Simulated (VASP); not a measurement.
# LiF (P6_3mc) in VASP: a series of runs, part 2 of 2

VASP 6.6.1. Earlier steps stand in the parts before.

### 4 Single point, PBE (volume 10.785 Å^3 an atom, c/a of the conventional cell 1.4764)

The input, INCAR:

```
PREC     = Accurate       # precision mode
ENCUT    = 520            # plane-wave cutoff, eV
EDIFF    = 1E-7           # SCF threshold, eV
ISMEAR   = 0              # smearing method
SIGMA    = 0.05           # smearing width, eV
LREAL    = F              # projectors in reciprocal space
LASPH    = T              # aspherical terms in the spheres
NELM     = 100            # most SCF steps
ALGO     = Normal         # electronic algorithm
ISIF     = 2              # what is computed and relaxed
LWAVE    = F              # write WAVECAR
LCHARG   = T              # write CHGCAR
GGA      = PE             # functional
LELF     = T              # ELF
LVHAR    = T            
NBANDS   = 18             # bands
```

The input, KPOINTS:

```
regular mesh
0
Gamma
  9 9 6
```

The input, POSCAR:

```
LiF
1.0
    3.2313338059      0.0000000000      0.0000000000
   -1.6156669029      2.7984171640      0.0000000000
    0.0000000000      0.0000000000      4.7707412311
Li F
2 2
Direct
    0.3333333333      0.6666666667      0.3810713234
    0.6666666667      0.3333333333      0.8810713234
    0.3333333333      0.6666666667      0.9939266766
    0.6666666667      0.3333333333      0.4939266766
```

Potentials or basis: VASP PAW PBE potentials, release 64 (Li_sv, F).

On the command line:

```sh
> cat potpaw_PBE.64/Li_sv/POTCAR potpaw_PBE.64/F/POTCAR > POTCAR
> mpirun -np 1 vasp_std > vasp.out
```

OUTCAR:

```text
PREC = Accurate
   ENCUT = 520
   EDIFF = 1E-7
   ISMEAR = 0
   LREAL = F
   LASPH = T
   NELM = 100
   ISIF = 2
   GGA = PE

 ion  position               nearest neighbor table
   1  0.333  0.667  0.381-   3 1.85   4 1.94   4 1.94   4 1.94
   2  0.667  0.333  0.881-   4 1.85   3 1.94   3 1.94   3 1.94
   3  0.333  0.667  0.994-   1 1.85   2 1.94   2 1.94   2 1.94
   4  0.667  0.333  0.494-   2 1.85   1 1.94   1 1.94   1 1.94

  LATTYP: Found a hexagonal cell.
 ALAT       =     3.2313338059
 C/A-ratio  =     1.4764000000

  Lattice vectors:

 A1 = (   3.2313338059,   0.0000000000,   0.0000000000)
 A2 = (  -1.6156669029,   2.7984171640,   0.0000000000)
 A3 = (   0.0000000000,   0.0000000000,   4.7707412311)

Analysis of symmetry for initial positions (statically):
=====================================================================
 Subroutine PRICEL returns:
 Original cell was already a primitive cell.

 Routine SETGRP: Setting up the symmetry group for a
 hexagonal supercell.

 Subroutine GETGRP returns: Found 12 space group operations
 (whereof  6 operations were pure point group operations)
 out of a pool of 24 trial point group operations.

The static configuration has the point symmetry C_3v.
 The point group associated with its full space group is C_6v.

Analysis of symmetry for dynamics (positions and initial velocities):
=====================================================================
 Subroutine PRICEL returns:
 Original cell was already a primitive cell.

 Routine SETGRP: Setting up the symmetry group for a
 hexagonal supercell.

 Subroutine GETGRP returns: Found 12 space group operations
 (whereof  6 operations were pure point group operations)
 out of a pool of 24 trial point group operations.

The dynamic configuration has the point symmetry C_3v.
 The point group associated with its full space group is C_6v.

 Subroutine INISYM returns: Found 12 space group operations
 (whereof  6 operations are pure point group operations),
 and found     1 'primitive' translations

----------------------------------------------------------------------------------------

                                     Primitive cell

  volume of cell :      43.1400

  direct lattice vectors                    reciprocal lattice vectors
     3.231333806  0.000000000  0.000000000     0.309469730  0.178672432  0.000000000
    -1.615666903  2.798417164  0.000000000     0.000000000  0.357344864  0.000000000
     0.000000000  0.000000000  4.770741231     0.000000000  0.000000000  0.209611033

  length of vectors
     3.231333806  3.231333806  4.770741231     0.357344864  0.357344864  0.209611033

  position of ions in fractional coordinates (direct lattice)
     0.333333333  0.666666667  0.381071323
     0.666666667  0.333333333  0.881071323
     0.333333333  0.666666667  0.993926677
     0.666666667  0.333333333  0.493926677

  ion indices of the primitive-cell ions
   primitive index   ion index
                 1           1
                 2           2
                 3           3
                 4           4

----------------------------------------------------------------------------------------

 KPOINTS: regular mesh

Automatic generation of k-mesh.
 Grid dimensions read from file:
 generate k-points for:    9    9    6

 Generating k-lattice:

  Cartesian coordinates                     Fractional coordinates (reciprocal lattice)
     0.034385526  0.019852492  0.000000000     0.111111111  0.000000000  0.000000000
     0.000000000  0.039704985  0.000000000     0.000000000  0.111111111  0.000000000
     0.000000000  0.000000000  0.034935172     0.000000000  0.000000000  0.166666667

  Length of vectors
     0.039704985  0.039704985  0.034935172

  Shift w.r.t. Gamma in fractional coordinates (k-lattice)
     0.000000000  0.000000000  0.000000000

 Subroutine IBZKPT returns following result:
 ===========================================

 Found     48 irreducible k-points:

 Following reciprocal coordinates:
            Coordinates               Weight
  0.000000  0.000000  0.000000      1.000000
  0.111111 -0.000000  0.000000      6.000000
  0.222222  0.000000  0.000000      6.000000
  0.333333  0.000000  0.000000      6.000000
  0.444444  0.000000  0.000000      6.000000
  0.111111  0.111111  0.000000      6.000000
[... 16 lines left out ...]
  0.333333  0.222222  0.166667     24.000000
  0.333333  0.333333  0.166667      4.000000
 [... further k-points ...]
   k-points           NKPTS =     48   k-points in BZ     NKDIM =     48   number of bands    NBANDS=     18
   number of dos      NEDOS =    301   number of ions     NIONS =      4
   total plane-waves  NPLWV =  20736
   dimension x,y,z NGX =    24 NGY =   24 NGZ =   36
   dimension x,y,z NGXF=    48 NGYF=   48 NGZF=   72
   ions per type =               2   2
   NGX,Y,Z   is equivalent  to a cutoff of  12.35, 12.35, 12.54 a.u.
   NGXF,Y,Z  is equivalent  to a cutoff of  24.70, 24.70, 25.09 a.u.
 SYSTEM =  unknown system
   PREC   = accura    normal or accurate (medium, high low for compatibility)
   ISTART =      0    job   : 0-new  1-cont  2-samecut
   ICHARG =      2    charge: 1-file 2-atom 10-const
   ISPIN  =      1    spin polarized calculation?
   LNONCOLLINEAR =      F non collinear calculations
   LSORBIT =      F    spin-orbit coupling
   LASPH  =      T    aspherical Exc in radial PAW
   ENCUT  =  520.0 eV  38.22 Ry    6.18 a.u.   6.01  6.01  8.87*2*pi/ulx,y,z
   NELM   =    100;   NELMIN=  2; NELMDL= -5     # of ELM steps
   EDIFF  = 0.1E-06   stopping-criterion for ELM
   LREAL  =      F    real-space projection
   EDIFFG = 0.1E-05   stopping-criterion for IOM
   NSW    =      0    number of steps for IOM
   IBRION =     -1    ionic relax: 0-MD 1-quasi-New 2-CG
   NFREE  =      0    steps in history (QN), initial steepest desc. (CG)
   ISIF   =      2    stress and relaxation
   ISYM   =      2    0-nonsym 1-usesym 2-fastsym
   POTIM  = 0.5000    time-step for ionic-motion
   TEBEG  =    0.0;   TEEND  =   0.0 temperature during run
   PSTRESS=    0.0 pullay stress
   NELECT =      20.0000    total number of electrons
   NUPDOWN=      -1.0000    fix difference up-down
   EMIN   =  10.00;   EMAX   =-10.00  energy-range for DOS
   EFERMI =   0.00;   METHOD = LEGACY
   ISMEAR =     0;   SIGMA  =   0.05  broadening in eV -4-tet -1-fermi 0-gaus
   EFERMI_NEDOS =   21; number of points for ismear=-14 and -15
   IALGO  =     38    algorithm
   IMIX   =      4    mixing-type and parameters
     AMIX     =   0.40;   BMIX     =  1.00
     AMIX_MAG =   1.60;   BMIX_MAG =  1.00
  volume/ion in A,a.u.               =      10.78        72.78
  Fermi-wavevector in a.u.,A,eV,Ry     =   1.267043  2.394365 21.842775  1.605399
  Thomas-Fermi vector in A             =   2.400212
   LORBIT       =      0    0 simple, 1 ext, 2 COOP (PROOUT), +10 PAW based schemes
   GGA     = PE    functional components
   LHFCALC =     F    Hartree Fock is set to
   AEXX    =    0.0000 exact exchange contribution
   IVDW    =     0    specifies the selected vdW correction
   LEPSILON=     F    determine dielectric tensor
   LRPA    =     F    only Hartree local field effects (RPA)
 non-spin polarized calculation
 Gauss-broadening in eV      SIGMA  =   0.05
  energy-cutoff  :      520.00
  volume of cell :       43.14
 maximum number of plane-waves:      1176
   NGX = 13   NGY = 13   NGZ = 17

 number of electron      20.0000046 magnetization

 Free energy of the ion-electron system (eV)
  ---------------------------------------------------
  ext. energy  EPLUGINS =         0.00000000
  ---------------------------------------------------
  free energy    TOTEN  =       -19.26686571 eV

  energy without entropy =      -19.26686571  energy(sigma->0) =      -19.26686571

 E-fermi :  -2.4507     XC(G=0):  -8.4705

 val. band max:       -2.7882325798   @ k =   0.0000   0.0000   0.0000
 cond. band min:       4.5482322756   @ k =   0.0000   0.0000   0.0000
 fundamental gap:      7.3364648555
 Fermi energy:        -2.4507266471

 k-point     1 :       0.0000    0.0000    0.0000
  band No.  band energies     occupation
      1     -43.5135      2.00000
      2     -43.4791      2.00000
      3     -22.1380      2.00000
      4     -21.9004      2.00000
      5      -4.7627      2.00000
      6      -3.3303      2.00000
[... 10 lines left out ...]
     17      15.6788      0.00000
     18      17.8544      0.00000
[... 466 lines left out ...]
      2     -43.4828      2.00000
      3     -21.9464      2.00000
      4     -21.9464      2.00000
      5      -4.5901      2.00000
      6      -3.9552      2.00000
[... 10 lines left out ...]
     17      15.2177      0.00000
     18      17.1830      0.00000

 [... further k-points ...]
[... 5 lines left out ...]
  --------------------------------------------------------------------------------------
  -------------------------------------------------------------------------------------
  Total       -0.9507776     -0.9507776      0.2999316     -0.0000000      0.0000000      0.0000000
  in kB      -35.3109495    -35.3109495     11.1391646     -0.0000000      0.0000000      0.0000000
  external PRESSURE =     -19.8275782 kB  Pullay stress =       0.0000000 kB

 VOLUME and BASIS-vectors are now :
 -----------------------------------------------------------------------------
  energy-cutoff  :      520.00
  volume of cell :       43.14
      direct lattice vectors                 reciprocal lattice vectors
     3.231333806  0.000000000  0.000000000     0.309469730  0.178672432  0.000000000
    -1.615666903  2.798417164  0.000000000     0.000000000  0.357344864  0.000000000
     0.000000000  0.000000000  4.770741231     0.000000000  0.000000000  0.209611033

 POSITION                                       TOTAL-FORCE (eV/Angst)
 -----------------------------------------------------------------------------------
     -0.00000      1.86561      1.81799        -0.000000      0.000000      0.192934
      1.61567      0.93281      4.20336         0.000000     -0.000000      0.192934
     -0.00000      1.86561      4.74177         0.000000      0.000000     -0.192934
      1.61567      0.93281      2.35640        -0.000000     -0.000000     -0.192934
 -----------------------------------------------------------------------------------
    total drift:                                0.000001      0.000001     -0.007173

  FREE ENERGIE OF THE ION-ELECTRON SYSTEM (eV)
  ---------------------------------------------------
  free  energy   TOTEN  =       -19.2668657108 eV

  energy  without entropy=      -19.2668657108  energy(sigma->0) =      -19.26686571
```

Wall time 12 s (1 thread of Intel Xeon 6975P-C (Granite Rapids), shared host); peak memory 0.16 GiB.

Results:

| Property | Result |
| --- | --- |
| Free energy | -19.2669 eV |
| Largest force | 0.193 eV/Å |
| Band gap on the k mesh | 7.34 eV, direct |

Forces in eV/Å, atoms in the order of the input:
```
Li   0.000  0.000  0.193
Li   0.000  0.000  0.193
F    0.000  0.000 -0.193
F    0.000  0.000 -0.193
```

Caveat: the cutoff is under 1.25 times the usual one of these potentials, so pressure, stress and relaxed cells hold a basis-set (Pulay) error. A k mesh can miss the band edges.

### 5 Single point, PBE (volume 10.785 Å^3 an atom, c/a of the conventional cell 1.7691)

The input, INCAR:

```
SYSTEM = LiF
ALGO = Normal
EDIFF = 1E-6
ENCUT = 520
GGA = PE
ISIF = 2
ISMEAR = 0
LASPH = .TRUE.
LCHARG = .TRUE.
LELF = .TRUE.
LREAL = .FALSE.
LVHAR = .TRUE.
LWAVE = .FALSE.
NBANDS = 18
NELM = 80
PREC = Accurate
SIGMA = 0.05
```

The input, KPOINTS:

```
k-points
0
G
  9 9 6
  0 0 0
```

The input, POSCAR:

```
LiF
1.0
    3.0422790179      0.0000000000      0.0000000000
   -1.5211395089      2.6346909149      0.0000000000
    0.0000000000      0.0000000000      5.3820958106
Li F
2 2
Direct
    0.3333333333      0.6666666667      0.3810713234
    0.6666666667      0.3333333333      0.8810713234
    0.3333333333      0.6666666667      0.9939266766
    0.6666666667      0.3333333333      0.4939266766
```

On the command line:

```sh
> cat potpaw_PBE.64/Li_sv/POTCAR potpaw_PBE.64/F/POTCAR > POTCAR
> mpirun -np 1 vasp_std > vasp.out
```

Run time: 12 s. Hardware: 1 thread of Intel Xeon 6975P-C (Granite Rapids), shared host; peak memory 0.16 GiB.

The run converged. Its results:

```yaml
Free_energy: -19.2038 eV
Largest_force: 0.185 eV/Å
Band_gap_on_the_k_mesh: 7.41 eV, direct
```

Forces in eV/Å, atoms in the order of the input:
```
Li   0.000  0.000 -0.185
Li   0.000  0.000 -0.185
F    0.000  0.000  0.185
F    0.000  0.000  0.185
```

Levels at points of the mesh, in eV from the valence-band top:
```tsv
k point	band 7	band 8	band 9	band 10	band 11	band 12	band 13	band 14
(0.00, 0.00, 0.00)	-0.16	-0.07	0.00	0.00	7.41	11.02	14.02	17.86
(0.00, 0.00, 0.50)	-0.08	-0.08	-0.08	-0.08	8.91	8.91	16.05	16.05
```

Caveat: the cutoff is under 1.25 times the usual one of these potentials, so pressure, stress and relaxed cells hold a basis-set (Pulay) error. A k mesh can miss the band edges.

### 6 Overview

```tsv
cell	gap on the mesh (eV)	largest force (eV/Å)
a = 3.104, b = 3.104, c = 5.170 Å, angles 90.0, 90.0, 120.0°, 4 atoms	7.44	0.13
a = 3.167, b = 3.167, c = 4.966 Å, angles 90.0, 90.0, 120.0°, 4 atoms	7.39	0.01
a = 3.231, b = 3.231, c = 4.771 Å, angles 90.0, 90.0, 120.0°, 4 atoms	7.34	0.19
a = 3.042, b = 3.042, c = 5.382 Å, angles 90.0, 90.0, 120.0°, 4 atoms	7.41	0.19
```

Alike in all rows: task single point; level PBE; potentials or basis VASP PAW PBE potentials, release 64 (Li_sv, F); no spin polarisation; k mesh 9 × 9 × 6; cutoff (eV) 520; smearing gaussian 0.05 eV.

Caveats: the cutoff is under 1.25 times the usual one of these potentials, so pressure, stress and relaxed cells hold a basis-set (Pulay) error.

Absolute energies hang on the potentials; compare differences alone.
